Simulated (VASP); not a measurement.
Input of a VASP 6.6.1 run:

INCAR

```
  PREC = Accurate
  ENCUT = 600
  EDIFF = 1E-6
  ISMEAR = 0
  SIGMA = 0.1
  LREAL = F
  LASPH = T
  NELM = 120
  ALGO = Normal
  ISIF = 2
  LWAVE = F
  LCHARG = F
  GGA = PE
  NBANDS = 58
  GGA_COMPAT = F
  KPAR = 4
```

Contents of KPOINTS:

```
regular mesh
0
Gamma
  12 12 2
```

File POSCAR:

```
In7O
1.0
    3.3468592860      0.0031444761     -0.0013898513
    1.6682321704      2.9048982996     -0.0079789410
    0.0170501318      0.1122519934     20.3003616955
In O
7 1
Direct
    0.6679839364      0.6706232318      0.9244083405
    0.3357487113      0.3320923069      0.0759040186
    0.3325505166      0.3388216234      0.3625648303
   -0.0005424385      0.9994357444      0.4997151752
    0.6656885919      0.6602064305      0.6369528199
    0.3336945367      0.3180954343      0.7786363555
    0.6640828777      0.6803817109      0.2207168268
    1.0007932678      0.0003435178      0.0011016332
```

Potentials or basis: VASP PAW PBE potentials, release 64 (In_d, O).

Run with:

```sh
$ cat potpaw_PBE.64/In_d/POTCAR potpaw_PBE.64/O/POTCAR > POTCAR
$ mpirun -np 4 vasp_std > vasp.out
```

Predict the band gap on the k mesh.

zero (an odd number of electrons rules out a gap without spin polarisation).

Predict the pressure.

-0.1 GPa.

Estimate the largest force.

0.016 eV/Å.

Forces in eV/Å, atoms in the order of the input:
```
In  -0.002 -0.002 -0.016
In   0.000  0.002  0.014
In  -0.001 -0.001  0.001
In   0.000  0.000  0.001
In   0.001  0.001 -0.001
In   0.001  0.002  0.001
In   0.000 -0.002 -0.001
O    0.000  0.000  0.001
```

Caveat: spin-orbit coupling is left out, which moves the levels of the heavy elements; an odd number of electrons without spin polarisation forces a metal; a magnetic or distorted state may lie lower.
